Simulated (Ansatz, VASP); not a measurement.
**One calculation of H, two programs**

Contents of INCAR:

```
SYSTEM = H
ALGO = Normal ; EDIFF = 1E-6
ENCUT = 520 ; GGA = PE
ISIF = 2 ; ISMEAR = 0
LASPH = .True. ; LCHARG = .False.
LREAL = .False. ; LWAVE = .False.
NBANDS = 6 ; NELM = 100
PREC = Accurate ; SIGMA = 0.05
```

The input KPOINTS:

```
k-points
0
Gamma
  14 14 34
  0 0 0
```

The input POSCAR:

```
H
1.0
    2.7677331375      0.0000000000      0.0000000000
    0.0000000000      2.7677331375      0.0000000000
    0.0000000000      0.0000000000      0.9947787018
H
1
Direct
    0.0000000000      0.0000000000      0.5000000000
```

Input for Ansatz:

```yaml
crystal:
  lattice:
    - [2.7677331375, 0.0, 0.0]
    - [0.0, 2.7677331375, 0.0]
    - [0.0, 0.0, 0.9947787018]
  atoms:
    - { symbol: H, position: [0.0, 0.0, 0.5] }
basis:
  ecutwfc: 420
kpoints:
  mp_grid: { grid: [14, 14, 34] }
hamiltonian:
  xc: pbe
scf:
  occupations: { method: gaussian, width: 0.05 }
output:
  forces: true
  stress: true
  eigenvalues: true
```

Alike in both runs: task single point; functional PBE; k mesh 14 × 14 × 34; occupations gaussian, width 0.05 eV; no spin polarisation.

```csv
,VASP,Ansatz
version,VASP 6.6.1,Ansatz 0.2.0
potentials or method,"VASP PAW PBE potentials, release 64 (H), cutoff 520 eV","scalar-relativistic, plane waves, PAW"
valence electrons in the cell,1,1
```

```tsv
	VASP	Ansatz	Ansatz less VASP
gap on the k mesh at the Fermi level (eV)	none	none	-
pressure (GPa)	-0.2	0.1	+0.26
traceless stress, the component that is largest in VASP (GPa)	-3.12	-3.10	+0.015
```

A gap of «none» marks a metal or a gap that the smearing closes.
